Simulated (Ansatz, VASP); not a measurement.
**AlNi in VASP and in Ansatz**

```
Al Ni
1.0
     1.93869   -1.95319    0.00000
     1.93869    1.95319    0.00000
     0.00000    0.00000    3.09943
Al Ni
1 1
Cartesian
  0.0000 0.0000 0.0000
  1.9387 0.0000 1.5497
```

Alike in both runs: task single point; functional PBEsol; k mesh 16 × 16 × 14; occupations methfessel-paxton of order 1, width 0.1 eV; no spin polarisation.

```csv
,VASP,Ansatz
version,VASP 6.6.1,Ansatz 0.2.0
potentials or method,"VASP PAW PBE potentials, release 64 (Al, Ni), cutoff 520 eV","scalar-relativistic, plane waves, PAW"
valence electrons in the cell,13,21
```

|  | VASP | Ansatz | Ansatz less VASP |
| --- | --- | --- | --- |
| gap on the k mesh at the Fermi level (eV) | none | none | - |
| pressure (GPa) | 0.4 | 0.3 | -0.05 |
| traceless stress, the component that is largest in VASP (GPa) | -4.67 | -4.53 | +0.144 |

VASP's potentials were made for PBE, not for PBEsol. A gap of «none» marks a metal or a gap that the smearing closes. VASP's potentials hold 13 valence electrons a cell and Ansatz's 21, so a difference there can come from the potentials and not from the codes.
